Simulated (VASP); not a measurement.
# ZnO (P6_3/mmc) in VASP: a series of runs

The runs below take ZnO through single point, with PBEsol.

Program: VASP 6.6.1. These are calculated values, not measurements. Logs are shortened: lines on timing, memory, paths and dates and some standing lists are left out, and cuts for length are marked.

**1. The cell of the first run**

Symmetry: P6_3/mmc, No. 194, hexagonal system. Conventional cell: a = 3.288 Å, b = 3.288 Å, c = 7.130 Å, α = 90.00°, β = 90.00°, γ = 120.00°. Within 2.5 Å of Zn (site symmetry -6m2) lie 3 O at 1.90 Å. Within 2.5 Å of O (site symmetry -6m2) lie 3 Zn at 1.90 Å.

**2. Single point, PBEsol**

Contents of INCAR:

```
PREC = Accurate ; ENCUT = 520
EDIFF = 1E-6 ; ISMEAR = 0
SIGMA = 0.01 ; LREAL = F
LASPH = T ; NELM = 60
ALGO = Normal ; ISIF = 2
LWAVE = F ; LCHARG = T
GGA = PS ; LELF = T
LVHAR = T ; NBANDS = 26
```

Contents of KPOINTS:

```
regular mesh
0
Gamma
  6 6 4
```

Contents of POSCAR:

```
ZnO
1.0
    3.2879671600      0.0000000000      0.0000000000
   -1.6439835800      2.8474630900      0.0000000000
    0.0000000000      0.0000000000      7.1304413500
Zn O
2 2
Direct
    0.0000000000      0.0000000000      0.7500000000
    0.0000000000      0.0000000000      0.2500000000
    0.3333333300      0.6666666700      0.2500000000
    0.6666666700      0.3333333300      0.7500000000
```

Potentials or basis: VASP PAW PBE potentials, release 64 (Zn, O).

Run with:

```sh
$ cat potpaw_PBE.64/Zn/POTCAR potpaw_PBE.64/O/POTCAR > POTCAR
$ mpirun -np 1 vasp_std > vasp.out
```

OUTCAR:

```text
PREC = Accurate
   ENCUT = 520
   EDIFF = 1E-6
   ISMEAR = 0
   LREAL = F
   LASPH = T
   NELM = 60
   ISIF = 2
   GGA = PS

 ion  position               nearest neighbor table
   1  0.000  0.000  0.750-   4 1.90   4 1.90   4 1.90
   2  0.000  0.000  0.250-   3 1.90   3 1.90   3 1.90
   3  0.333  0.667  0.250-   2 1.90   2 1.90   2 1.90
   4  0.667  0.333  0.750-   1 1.90   1 1.90   1 1.90

  LATTYP: Found a hexagonal cell.
 ALAT       =     3.2879671600
 C/A-ratio  =     2.1686473748

  Lattice vectors:

 A1 = (   3.2879671600,   0.0000000000,   0.0000000000)
 A2 = (  -1.6439835800,   2.8474630900,   0.0000000000)
 A3 = (   0.0000000000,   0.0000000000,   7.1304413500)

Analysis of symmetry for initial positions (statically):
=====================================================================
 Subroutine PRICEL returns:
 Original cell was already a primitive cell.

 Routine SETGRP: Setting up the symmetry group for a
 hexagonal supercell.

 Subroutine GETGRP returns: Found 24 space group operations
 (whereof 12 operations were pure point group operations)
 out of a pool of 24 trial point group operations.

The static configuration has the point symmetry D_3d.
 The point group associated with its full space group is D_6h.

Analysis of symmetry for dynamics (positions and initial velocities):
=====================================================================
 Subroutine PRICEL returns:
 Original cell was already a primitive cell.

 Routine SETGRP: Setting up the symmetry group for a
 hexagonal supercell.

 Subroutine GETGRP returns: Found 24 space group operations
 (whereof 12 operations were pure point group operations)
 out of a pool of 24 trial point group operations.

The dynamic configuration has the point symmetry D_3d.
 The point group associated with its full space group is D_6h.

 Subroutine INISYM returns: Found 24 space group operations
 (whereof 12 operations are pure point group operations),
 and found     1 'primitive' translations

----------------------------------------------------------------------------------------

                                     Primitive cell

  volume of cell :      66.7578

  direct lattice vectors                    reciprocal lattice vectors
     3.287967160  0.000000000  0.000000000     0.304139291  0.175594901  0.000000000
    -1.643983580  2.847463090  0.000000000     0.000000000  0.351189802  0.000000000
     0.000000000  0.000000000  7.130441350     0.000000000  0.000000000  0.140243773

  length of vectors
     3.287967160  3.287967162  7.130441350     0.351189803  0.351189802  0.140243773

  position of ions in fractional coordinates (direct lattice)
     0.000000000  0.000000000  0.750000000
     0.000000000  0.000000000  0.250000000
     0.333333330  0.666666670  0.250000000
     0.666666670  0.333333330  0.750000000

  ion indices of the primitive-cell ions
   primitive index   ion index
                 1           1
                 2           2
                 3           3
                 4           4

----------------------------------------------------------------------------------------

 KPOINTS: regular mesh

Automatic generation of k-mesh.
 Grid dimensions read from file:
 generate k-points for:    6    6    4

 Generating k-lattice:

  Cartesian coordinates                     Fractional coordinates (reciprocal lattice)
     0.050689882  0.029265817  0.000000000     0.166666667 -0.000000000  0.000000000
     0.000000000  0.058531634  0.000000000     0.000000000  0.166666667  0.000000000
     0.000000000  0.000000000  0.035060943     0.000000000  0.000000000  0.250000000

  Length of vectors
     0.058531634  0.058531634  0.035060943

  Shift w.r.t. Gamma in fractional coordinates (k-lattice)
     0.000000000  0.000000000  0.000000000

 Subroutine IBZKPT returns following result:
 ===========================================

 Found     21 irreducible k-points:

 Following reciprocal coordinates:
            Coordinates               Weight
  0.000000  0.000000  0.000000      1.000000
  0.166667  0.000000  0.000000      6.000000
  0.333333  0.000000  0.000000      6.000000
  0.500000  0.000000  0.000000      3.000000
  0.166667  0.166667  0.000000      6.000000
  0.333333  0.166667  0.000000     12.000000
[... 13 lines left out ...]
  0.333333  0.166667  0.500000     12.000000
  0.333333  0.333333  0.500000      2.000000
   k-points           NKPTS =     21   k-points in BZ     NKDIM =     21   number of bands    NBANDS=     26
   number of dos      NEDOS =    301   number of ions     NIONS =      4
   total plane-waves  NPLWV =  31104
   dimension x,y,z NGX =    24 NGY =   24 NGZ =   54
   dimension x,y,z NGXF=    48 NGYF=   48 NGZF=  108
   ions per type =               2   2
   NGX,Y,Z   is equivalent  to a cutoff of  12.13, 12.13, 12.59 a.u.
   NGXF,Y,Z  is equivalent  to a cutoff of  24.27, 24.27, 25.18 a.u.
 SYSTEM =  unknown system
   PREC   = accura    normal or accurate (medium, high low for compatibility)
   ISTART =      0    job   : 0-new  1-cont  2-samecut
   ICHARG =      2    charge: 1-file 2-atom 10-const
   ISPIN  =      1    spin polarized calculation?
   LNONCOLLINEAR =      F non collinear calculations
   LSORBIT =      F    spin-orbit coupling
   LASPH  =      T    aspherical Exc in radial PAW
   ENCUT  =  520.0 eV  38.22 Ry    6.18 a.u.   6.11  6.11 13.26*2*pi/ulx,y,z
   NELM   =     60;   NELMIN=  2; NELMDL= -5     # of ELM steps
   EDIFF  = 0.1E-05   stopping-criterion for ELM
   LREAL  =      F    real-space projection
   EDIFFG = 0.1E-04   stopping-criterion for IOM
   NSW    =      0    number of steps for IOM
   IBRION =     -1    ionic relax: 0-MD 1-quasi-New 2-CG
   NFREE  =      0    steps in history (QN), initial steepest desc. (CG)
   ISIF   =      2    stress and relaxation
   ISYM   =      2    0-nonsym 1-usesym 2-fastsym
   POTIM  = 0.5000    time-step for ionic-motion
   TEBEG  =    0.0;   TEEND  =   0.0 temperature during run
   PSTRESS=    0.0 pullay stress
   NELECT =      36.0000    total number of electrons
   NUPDOWN=      -1.0000    fix difference up-down
   EMIN   =  10.00;   EMAX   =-10.00  energy-range for DOS
   EFERMI =   0.00;   METHOD = LEGACY
   ISMEAR =     0;   SIGMA  =   0.01  broadening in eV -4-tet -1-fermi 0-gaus
   EFERMI_NEDOS =   21; number of points for ismear=-14 and -15
   IALGO  =     38    algorithm
   IMIX   =      4    mixing-type and parameters
     AMIX     =   0.40;   BMIX     =  1.00
     AMIX_MAG =   1.60;   BMIX_MAG =  1.00
  volume/ion in A,a.u.               =      16.69       112.63
  Fermi-wavevector in a.u.,A,eV,Ry     =   1.332524  2.518105 24.158775  1.775620
  Thomas-Fermi vector in A             =   2.461452
   LORBIT       =      0    0 simple, 1 ext, 2 COOP (PROOUT), +10 PAW based schemes
   GGA     = PS    functional components
   LHFCALC =     F    Hartree Fock is set to
   AEXX    =    0.0000 exact exchange contribution
   IVDW    =     0    specifies the selected vdW correction
   LEPSILON=     F    determine dielectric tensor
   LRPA    =     F    only Hartree local field effects (RPA)
 non-spin polarized calculation
 Gauss-broadening in eV      SIGMA  =   0.01
  energy-cutoff  :      520.00
  volume of cell :       66.76
 maximum number of plane-waves:      1824
   NGX = 13   NGY = 13   NGZ = 27

 number of electron      36.0000026 magnetization

 Free energy of the ion-electron system (eV)
  ---------------------------------------------------
  ext. energy  EPLUGINS =         0.00000000
  ---------------------------------------------------
  free energy    TOTEN  =       -18.26495613 eV

  energy without entropy =      -18.26495613  energy(sigma->0) =      -18.26495613

 E-fermi :  -0.8108     XC(G=0):  -9.1722

 val. band max:       -0.9061956246   @ k =   0.0000   0.0000   0.0000
 cond. band min:      -0.1573558489   @ k =   0.0000   0.0000   0.0000
 fundamental gap:      0.7488397758
 Fermi energy:        -0.8107577565

 k-point     1 :       0.0000    0.0000    0.0000
  band No.  band energies     occupation
      1     -18.3036      2.00000
      2     -18.2204      2.00000
      3      -7.0346      2.00000
      4      -7.0346      2.00000
      5      -7.0198      2.00000
      6      -7.0198      2.00000
[... 18 lines left out ...]
     25      11.8042      0.00000
     26      12.5938      0.00000

 k-point     2 :       0.1667    0.0000    0.0000
  band No.  band energies     occupation
      1     -18.1799      2.00000
      2     -18.1074      2.00000
      3      -7.0747      2.00000
      4      -7.0662      2.00000
      5      -6.8549      2.00000
      6      -6.8398      2.00000
[... 18 lines left out ...]
     25      11.0060      0.00000
     26      12.2785      0.00000

 k-point     3 :       0.3333    0.0000    0.0000
  band No.  band energies     occupation
      1     -17.9207      2.00000
      2     -17.8761      2.00000
      3      -7.0046      2.00000
      4      -7.0039      2.00000
      5      -6.4145      2.00000
      6      -6.4014      2.00000
[... 18 lines left out ...]
     25      11.1008      0.00000
     26      12.1329      0.00000

 k-point     4 :       0.5000    0.0000    0.0000
  band No.  band energies     occupation
      1     -17.7807      2.00000
      2     -17.7617      2.00000
      3      -6.8307      2.00000
      4      -6.8209      2.00000
      5      -6.2529      2.00000
      6      -6.1237      2.00000
[... 18 lines left out ...]
     25      10.6982      0.00000
     26      13.1630      0.00000

 k-point     5 :       0.1667    0.1667    0.0000
  band No.  band energies     occupation
      1     -17.9881      2.00000
      2     -17.9347      2.00000
      3      -7.0438      2.00000
      4      -7.0397      2.00000
      5      -6.5251      2.00000
      6      -6.5138      2.00000
[... 18 lines left out ...]
     25      11.3263      0.00000
     26      11.6593      0.00000

 k-point     6 :       0.3333    0.1667    0.0000
  band No.  band energies     occupation
      1     -17.7856      2.00000
      2     -17.7621      2.00000
      3      -6.8054      2.00000
      4      -6.8004      2.00000
      5      -6.2057      2.00000
      6      -6.0713      2.00000
[... 340 lines left out ...]
 k-point    18 :       0.5000    0.0000    0.5000
  band No.  band energies     occupation
      1     -17.7713      2.00000
      2     -17.7713      2.00000
      3      -6.8302      2.00000
      4      -6.8302      2.00000
      5      -6.1671      2.00000
      6      -6.1671      2.00000
[... 18 lines left out ...]
     25      10.9213      0.00000
     26      10.9213      0.00000

 k-point    19 :       0.1667    0.1667    0.5000
  band No.  band energies     occupation
      1     -17.9614      2.00000
      2     -17.9614      2.00000
      3      -7.0428      2.00000
      4      -7.0428      2.00000
      5      -6.5202      2.00000
      6      -6.5202      2.00000
[... 18 lines left out ...]
     25      11.7692      0.00000
     26      11.7692      0.00000

 k-point    20 :       0.3333    0.1667    0.5000
  band No.  band energies     occupation
      1     -17.7740      2.00000
      2     -17.7740      2.00000
      3      -6.8048      2.00000
      4      -6.8048      2.00000
      5      -6.1445      2.00000
      6      -6.1445      2.00000
[... 18 lines left out ...]
     25      10.0906      0.00000
     26      10.0906      0.00000

 k-point    21 :       0.3333    0.3333    0.5000
  band No.  band energies     occupation
      1     -17.7126      2.00000
      2     -17.7126      2.00000
      3      -6.6039      2.00000
      4      -6.6039      2.00000
      5      -6.1452      2.00000
      6      -6.1452      2.00000
[... 18 lines left out ...]
     25       8.5263      0.00000
     26       8.5263      0.00000

------------------------ aborting loop because EDIFF is reached ----------------------------------------

  FORCE on cell =-STRESS in cart. coord.  units (eV):
  Direction    XX          YY          ZZ          XY          YZ          ZX
  --------------------------------------------------------------------------------------
  -------------------------------------------------------------------------------------
  Total       -2.2095774     -2.2095774     -0.3542246      0.0000000      0.0000000      0.0000000
  in kB      -53.0295344    -53.0295345     -8.5013386      0.0000000      0.0000000      0.0000000
  external PRESSURE =     -38.1868025 kB  Pullay stress =       0.0000000 kB

 VOLUME and BASIS-vectors are now :
 -----------------------------------------------------------------------------
  energy-cutoff  :      520.00
  volume of cell :       66.76
      direct lattice vectors                 reciprocal lattice vectors
     3.287967160  0.000000000  0.000000000     0.304139291  0.175594901  0.000000000
    -1.643983580  2.847463090  0.000000000     0.000000000  0.351189802  0.000000000
     0.000000000  0.000000000  7.130441350     0.000000000  0.000000000  0.140243773

 POSITION                                       TOTAL-FORCE (eV/Angst)
 -----------------------------------------------------------------------------------
      0.00000      0.00000      5.34783        -0.000000      0.000000      0.000000
      0.00000      0.00000      1.78261         0.000000     -0.000000     -0.000000
     -0.00000      1.89831      1.78261         0.000000     -0.000000     -0.000000
      1.64398      0.94915      5.34783        -0.000000      0.000000      0.000000
 -----------------------------------------------------------------------------------
    total drift:                                0.000000     -0.000000      0.000000

  FREE ENERGIE OF THE ION-ELECTRON SYSTEM (eV)
  ---------------------------------------------------
  free  energy   TOTEN  =       -18.2649561349 eV

  energy  without entropy=      -18.2649561349  energy(sigma->0) =      -18.26495613
```

Wall time 74 s (1 thread of AMD EPYC 7R13, shared host); peak memory 0.16 GiB.

Results:

| Property | Result |
| --- | --- |
| Free energy | -18.2650 eV |
| Pressure | -3.8 GPa |
| Band gap on the k mesh | 0.75 eV, direct |

Stress tensor (GPa, compression positive):
```
-5.30  0.00  0.00
 0.00 -5.30  0.00
 0.00  0.00 -0.85
```

Caveat: the PAW data sets were made with another functional, which shifts forces and pressure a little. A k mesh can miss the band edges.

(Part 1 of 2 ends here.)
